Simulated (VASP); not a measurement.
# Li14Ta17O48 (a cell with a defect) in VASP: single point with PBE

Aim: the single point of Li14Ta17O48 (a cell with a defect) with PBE.

All numbers are computed with VASP 6.6.1; they aren't measurements. Logs are shortened: lines on timing, memory, paths and dates and some standing lists are left out, and cuts for length are marked.

## Step 1: The cell of the first run

The cell holds a defect, 79 atoms: a = 10.948 Å, b = 10.948 Å, c = 10.948 Å, α = 56.17°, β = 56.17°, γ = 56.17°.

## Step 2: Single point, PBE

Input file INCAR:

```
SYSTEM = Li14Ta17O48
PREC     = Accurate       ! precision mode
ENCUT    = 520            ! plane-wave cutoff, eV
EDIFF    = 1E-7           ! SCF threshold, eV
ISMEAR   = 0              ! smearing method
SIGMA    = 0.02           ! smearing width, eV
LREAL    = Auto         
LASPH    = .TRUE.         ! aspherical terms in the spheres
NELM     = 80             ! most SCF steps
ALGO     = Normal         ! electronic algorithm
ISIF     = 2              ! what is computed and relaxed
LWAVE    = .FALSE.        ! write WAVECAR
LCHARG   = .FALSE.        ! write CHGCAR
GGA      = PE             ! functional
NELECT   = 514.0        
NBANDS   = 304            ! bands
```

Input file KPOINTS:

```
Automatic mesh
0
G
  1 1 1
  0 0 0
```

Input file POSCAR:

```
Li14Ta17O48
1.0
    5.1540000000      2.9756632874      9.1886666666
   -5.1540000000      2.9756632874      9.1886666666
    0.0000000000     -5.9513265748      9.1886666666
Ta Li O
17 14 48
Direct
    0.1439435608      0.1439435608      0.1439435608
    0.0018059415      0.0018059415      0.0018059415
   -0.0063946193     -0.0106821830      0.5182417488
   -0.0106821830      0.5182417488     -0.0063946193
   -0.0034501030      0.5071581496      0.4976875666
    0.5182417488     -0.0063946193     -0.0106821830
    0.4976875666     -0.0034501030      0.5071581496
    0.5071581496      0.4976875666     -0.0034501030
    0.5007688184      0.5007688184      0.5007688184
    0.2557568146      0.2557568146      0.2557568146
    0.2499347713      0.2653381412      0.7273632347
    0.2653381412      0.7273632347      0.2499347713
    0.2543217235      0.7500666313      0.7516687585
    0.7273632347      0.2499347713      0.2653381412
    0.7516687585      0.2543217235      0.7500666313
    0.7500666313      0.7516687585      0.2543217235
    0.7480860108      0.7480860108      0.7480860108
    0.1329133666      0.1401229154      0.6474576594
    0.1401229154      0.6474576594      0.1329133666
    0.1491534752      0.6382130217      0.6411420563
    0.6474576594      0.1329133666      0.1401229154
    0.6411420563      0.1491534752      0.6382130217
    0.6382130217      0.6411420563      0.1491534752
    0.6389564964      0.6389564964      0.6389564964
    0.3888648433      0.3917364067      0.8864135566
    0.3917364067      0.8864135566      0.3888648433
    0.3839468069      0.8899359273      0.8948811778
    0.8864135566      0.3888648433      0.3917364067
    0.8948811778      0.3839468069      0.8899359273
    0.8899359273      0.8948811778      0.3839468069
    0.8974496059      0.8974496059      0.8974496059
    0.0631196554      0.1776539943      0.3512251219
    0.0607260410      0.1822537699      0.8614365038
    0.0565491601      0.6872929095      0.3650501469
    0.0562575451      0.6882763246      0.8617610543
    0.5585360771      0.1789842054      0.3628049171
    0.5560612706      0.1846180643      0.8644099733
    0.5603100172      0.6834128388      0.3604165951
    0.5572660692      0.6858585778      0.8623304094
    0.3512251219      0.0631196554      0.1776539943
    0.3650501469      0.0565491601      0.6872929095
    0.3628049171      0.5585360771      0.1789842054
    0.3604165951      0.5603100172      0.6834128388
    0.8614365038      0.0607260410      0.1822537699
    0.8617610543      0.0562575451      0.6882763246
    0.8644099733      0.5560612706      0.1846180643
    0.8623304094      0.5572660692      0.6858585778
    0.1776539943      0.3512251219      0.0631196554
    0.1789842054      0.3628049171      0.5585360771
    0.1822537699      0.8614365038      0.0607260410
    0.1846180643      0.8644099733      0.5560612706
    0.6872929095      0.3650501469      0.0565491601
    0.6834128388      0.3604165951      0.5603100172
    0.6882763246      0.8617610543      0.0562575451
    0.6858585778      0.8623304094      0.5572660692
    0.1122956961      0.4385802391      0.3039185881
    0.1129790288      0.4318602538      0.8102139881
    0.1148537223      0.9458261484      0.2926307856
    0.1127563641      0.9324343028      0.8079218009
    0.6187700331      0.4376071313      0.3049985019
    0.6124847309      0.4374776781      0.8062967164
    0.6083549573      0.9347394179      0.3087879696
    0.6115665956      0.9357558770      0.8058759489
    0.4385802391      0.3039185881      0.1122956961
    0.4376071313      0.3049985019      0.6187700331
    0.4318602538      0.8102139881      0.1129790288
    0.4374776781      0.8062967164      0.6124847309
    0.9458261484      0.2926307856      0.1148537223
    0.9347394179      0.3087879696      0.6083549573
    0.9324343028      0.8079218009      0.1127563641
    0.9357558770      0.8058759489      0.6115665956
    0.3039185881      0.1122956961      0.4385802391
    0.2926307856      0.1148537223      0.9458261484
    0.3049985019      0.6187700331      0.4376071313
    0.3087879696      0.6083549573      0.9347394179
    0.8102139881      0.1129790288      0.4318602538
    0.8079218009      0.1127563641      0.9324343028
    0.8062967164      0.6124847309      0.4374776781
    0.8058759489      0.6115665956      0.9357558770
```

Potentials or basis: VASP PAW PBE potentials, release 64 (Ta_pv, Li_sv, O).

Launch:

```sh
cat potpaw_PBE.64/Ta_pv/POTCAR potpaw_PBE.64/Li_sv/POTCAR potpaw_PBE.64/O/POTCAR > POTCAR
mpirun -np 1 vasp_gam > vasp.out
```

OUTCAR:

```text
SYSTEM = Li14Ta17O48
   PREC = Accurate
   ENCUT = 520
   EDIFF = 1E-7
   ISMEAR = 0
   LREAL = Auto
   LASPH = .TRUE.
   NELM = 80
   ISIF = 2
   GGA = PE
   NELECT = 514.0

 ion  position               nearest neighbor table
   1  0.144  0.144  0.144-  58 1.93  73 1.93  68 1.93  32 2.10  48 2.10  40 2.10  10 3.08   3 3.20
                             6 3.20   4 3.20  11 3.60  14 3.60  12 3.60
   2  0.002  0.002  0.002-  33 1.90  44 1.90  50 1.90  70 2.11  59 2.11  77 2.11  31 2.88  18 3.01
                            21 3.01  19 3.01
   3  0.994  0.989  0.518-  45 1.85  51 1.89  71 1.97  32 2.04  76 2.10  58 2.25  20 3.00  22 3.01
                            30 3.06   1 3.20
   4  0.989  0.518  0.994-  35 1.85  46 1.89  79 1.97  48 2.04  57 2.10  68 2.25  23 3.00  20 3.01
                            29 3.06   1 3.20
   5  0.997  0.507  0.498-  34 1.90  47 1.92  49 1.93  78 2.03  56 2.10  69 2.11  24 3.04  28 3.07
[... 5 lines left out ...]
   8  0.507  0.498  0.997-  52 1.90  39 1.92  42 1.93  61 2.03  64 2.10  75 2.11  24 3.04  25 3.07

   9  0.501  0.501  0.501-  38 1.92  43 1.92  53 1.92  65 2.08  60 2.08  74 2.08  23 3.00  20 3.00
                            22 3.00
  10  0.256  0.256  0.256-  64 1.87  72 1.87  56 1.87  32 2.20  48 2.20  40 2.20   1 3.08
  11  0.250  0.265  0.727-  65 1.88  49 1.91  57 1.92  41 2.07  33 2.12  73 2.16  18 2.97  29 3.04
                             1 3.60
  12  0.265  0.727  0.250-  74 1.88  42 1.91  66 1.92  34 2.07  50 2.12  58 2.16  19 2.97  27 3.04
                             1 3.60
  13  0.254  0.750  0.752-  75 1.90  59 1.90  67 1.91  43 2.07  35 2.10  51 2.12  20 3.01  25 3.05
                            31 3.05  26 3.08
  14  0.727  0.250  0.265-  60 1.88  36 1.91  76 1.92  52 2.07  44 2.12  68 2.16  21 2.97  30 3.04
                             1 3.60
  15  0.752  0.254  0.750-  69 1.90  77 1.90  61 1.91  53 2.07  45 2.10  37 2.12  22 3.01  28 3.05
                            31 3.05  25 3.08
  16  0.750  0.752  0.254-  62 1.90  70 1.90  78 1.91  38 2.07  54 2.10  46 2.12  23 3.01  26 3.05
                            31 3.05  28 3.08
  17  0.748  0.748  0.748-  71 1.96  79 1.96  63 1.96  39 2.03  55 2.03  47 2.03  24 3.01  30 3.10
                            27 3.10  29 3.10
  18  0.133  0.140  0.647-  59 2.00  69 2.00  72 2.05  33 2.25  11 2.97   2 3.01
  19  0.140  0.647  0.133-  70 2.00  75 2.00  56 2.05  50 2.25  12 2.97   2 3.01
  20  0.149  0.638  0.641-  74 1.95  57 2.05  71 2.08  43 2.20   9 3.00   3 3.00  13 3.01   4 3.01

  21  0.647  0.133  0.140-  77 2.00  62 2.00  64 2.05  44 2.25  14 2.97   2 3.01
  22  0.641  0.149  0.638-  65 1.95  76 2.05  63 2.08  53 2.20   9 3.00   6 3.00  15 3.01   3 3.01

  23  0.638  0.641  0.149-  60 1.95  66 2.05  79 2.08  38 2.20   9 3.00   4 3.00  16 3.01   6 3.01

  24  0.639  0.639  0.639-  61 1.98  78 1.98  67 1.98  17 3.01   8 3.04   5 3.04   7 3.04
  25  0.389  0.392  0.886-  43 2.00  37 2.01  48 2.12  13 3.05   8 3.07  15 3.08
  26  0.392  0.886  0.389-  38 2.00  51 2.01  40 2.12  16 3.05   7 3.07  13 3.08
  27  0.384  0.890  0.895-  50 1.99  41 2.01  39 2.03  12 3.04   6 3.06  17 3.10
  28  0.886  0.389  0.392-  53 2.00  46 2.01  32 2.12  15 3.05   5 3.07  16 3.08
  29  0.895  0.384  0.890-  33 1.99  52 2.01  47 2.03  11 3.04   4 3.06  17 3.10
[... 336 lines left out ...]
   IMIX   =      4    mixing-type and parameters
     AMIX     =   0.40;   BMIX     =  1.00
     AMIX_MAG =   1.60;   BMIX_MAG =  1.00
  volume/ion in A,a.u.               =      10.70        72.23
  Fermi-wavevector in a.u.,A,eV,Ry     =   1.386815  2.620700 26.167487  1.923256
  Thomas-Fermi vector in A             =   2.511095
   LORBIT       =      0    0 simple, 1 ext, 2 COOP (PROOUT), +10 PAW based schemes
   GGA     = PE    functional components
   LHFCALC =     F    Hartree Fock is set to
   AEXX    =    0.0000 exact exchange contribution
   IVDW    =     0    specifies the selected vdW correction
   LEPSILON=     F    determine dielectric tensor
   LRPA    =     F    only Hartree local field effects (RPA)
 non-spin polarized calculation
 Gauss-broadening in eV      SIGMA  =   0.02
  energy-cutoff  :      520.00
  volume of cell :      845.54
 maximum number of plane-waves:     11349
 NGX is ok and might be reduce to    84
   NGX = 41   NGY = 41   NGZ = 41

 number of electron     513.9999991 magnetization

 Free energy of the ion-electron system (eV)
  ---------------------------------------------------
  ext. energy  EPLUGINS =         0.00000000
  ---------------------------------------------------
  free energy    TOTEN  =      -692.92668092 eV

  energy without entropy =     -692.92668092  energy(sigma->0) =     -692.92668092

 E-fermi :   1.9329     XC(G=0): -10.8768

 val. band max:        1.7810682658   @ k =   0.0000   0.0000   0.0000
 cond. band min:       5.5654933088   @ k =   0.0000   0.0000   0.0000
 fundamental gap:      3.7844250430
 Fermi energy:         1.9328742696

 k-point     1 :       0.0000    0.0000    0.0000
  band No.  band energies     occupation
      1     -40.6757      2.00000
      2     -40.6757      2.00000
      3     -40.6757      2.00000
      4     -40.6310      2.00000
      5     -40.5820      2.00000
      6     -40.5820      2.00000
[... 261 lines left out ...]
    268       6.2466      0.00000
    269       6.2466      0.00000
 [bands above 269 left out]

------------------------ aborting loop because EDIFF is reached ----------------------------------------

  FORCE on cell =-STRESS in cart. coord.  units (eV):
  Direction    XX          YY          ZZ          XY          YZ          ZX
  --------------------------------------------------------------------------------------
  -------------------------------------------------------------------------------------
  Total        0.9116633      0.9116633      7.5461777      0.0000012      0.0000000      0.0000000
  in kB        1.7274803      1.7274803     14.2989998      0.0000022      0.0000000      0.0000000
  external PRESSURE =       5.9179868 kB  Pullay stress =       0.0000000 kB

 VOLUME and BASIS-vectors are now :
 -----------------------------------------------------------------------------
  energy-cutoff  :      520.00
  volume of cell :      845.54
      direct lattice vectors                 reciprocal lattice vectors
     5.154000000  2.975663287  9.188666667     0.097012029  0.056009921  0.036276573
    -5.154000000  2.975663287  9.188666667    -0.097012029  0.056009921  0.036276573
     0.000000000 -5.951326575  9.188666667     0.000000000 -0.112019843  0.036276573

 POSITION                                       TOTAL-FORCE (eV/Angst)
 -----------------------------------------------------------------------------------
      0.00000      0.00000      3.96795        -0.000000     -0.000000      0.044839
      0.00000      0.00000      0.04978        -0.000000     -0.000000     -0.117387
      0.02210      2.81629     22.98237        -0.010760      0.103588     -0.103193
      2.42793     -1.42728     22.98237         0.095090     -0.042475     -0.103193
      2.52233      1.51263     18.39016         0.011790      0.003957     -0.080296
     -2.45002     -1.38901     22.98237        -0.084329     -0.061113     -0.103193
[... 71 lines left out ...]
      0.99891      1.61824     17.05655         0.012388     -0.056577      0.014918
      1.00147     -1.35116     21.62276        -0.019615     -0.037032     -0.010676
 -----------------------------------------------------------------------------------
    total drift:                               -0.000001     -0.000000     -0.076209

  FREE ENERGIE OF THE ION-ELECTRON SYSTEM (eV)
  ---------------------------------------------------
  free  energy   TOTEN  =      -692.9266809162 eV

  energy  without entropy=     -692.9266809162  energy(sigma->0) =     -692.92668092
```

It took 31 min on 1 thread of Intel Xeon 8259CL, shared host; peak memory 1.1 GiB.

What came out:

| Item | Value |
| --- | --- |
| Free energy | -692.9267 eV |
| Largest force | 0.160 eV/Å |

Forces on the atoms (eV/Å):
```
Ta   0.000  0.000  0.045
Ta   0.000  0.000 -0.117
Ta  -0.011  0.104 -0.103
Ta   0.095 -0.042 -0.103
Ta   0.012  0.004 -0.080
Ta  -0.084 -0.061 -0.103
Ta  -0.009  0.008 -0.080
Ta  -0.002 -0.012 -0.080
Ta   0.000  0.000 -0.092
Ta   0.000  0.000 -0.160
Ta   0.054 -0.119 -0.033
Ta  -0.130  0.013 -0.033
Ta  -0.006  0.008 -0.115
Ta   0.076  0.106 -0.033
Ta  -0.004 -0.009 -0.115
Ta   0.010  0.001 -0.115
Ta   0.000  0.000 -0.043
Li   0.000  0.000  0.005
Li   0.000  0.000  0.005
Li  -0.006 -0.002  0.009
Li   0.000  0.000  0.005
Li   0.005 -0.005  0.009
Li   0.002  0.006  0.009
Li   0.000  0.000  0.009
Li  -0.002 -0.008  0.002
Li  -0.006  0.005  0.002
Li  -0.001  0.007  0.007
Li   0.007  0.002  0.002
Li  -0.006 -0.005  0.007
Li   0.007 -0.003  0.007
Li   0.000  0.000  0.001
O   -0.033 -0.002  0.031
O   -0.041  0.074  0.043
O   -0.044  0.052  0.030
O   -0.053  0.105  0.070
O   -0.052 -0.001 -0.025
O   -0.056  0.082  0.056
O   -0.035  0.049  0.027
O   -0.046  0.039  0.022
O    0.018 -0.028  0.031
O   -0.023 -0.064  0.030
O    0.027 -0.044 -0.025
O   -0.025 -0.055  0.027
O   -0.043 -0.073  0.043
O   -0.064 -0.098  0.070
O   -0.043 -0.090  0.056
O   -0.011 -0.059  0.022
O    0.015  0.030  0.031
O    0.025  0.046 -0.025
O    0.084 -0.001  0.043
O    0.099  0.008  0.056
O    0.067  0.012  0.030
O    0.060  0.006  0.027
O    0.117 -0.007  0.070
O    0.056  0.020  0.022
O   -0.109  0.001  0.052
O   -0.062  0.005  0.033
O    0.037 -0.072 -0.048
O   -0.076  0.002  0.033
O   -0.096  0.013  0.064
O   -0.055  0.018  0.015
O   -0.083  0.009  0.038
O   -0.022  0.036 -0.011
O    0.056  0.094  0.052
O    0.059  0.077  0.064
O    0.035  0.051  0.033
O    0.043  0.039  0.015
O   -0.081  0.004 -0.048
O    0.049  0.067  0.038
O    0.040  0.065  0.033
O    0.042  0.002 -0.011
O    0.054 -0.095  0.052
O    0.044  0.068 -0.048
O    0.037 -0.090  0.064
O    0.034 -0.076  0.038
O    0.027 -0.056  0.033
O    0.037 -0.067  0.033
O    0.012 -0.057  0.015
O   -0.020 -0.037 -0.011
```

Caveat: the k points lie up to 0.74 Å⁻¹ apart; the cell carries a net charge on a neutralising background, which shifts energy and pressure; the cell is charged against a uniform background, so pressure and absolute levels hang on convention; the cutoff is under 1.25 times the usual one of these potentials, so pressure, stress and relaxed cells hold a basis-set (Pulay) error; spin-orbit coupling is left out, which moves the levels of the heavy elements.
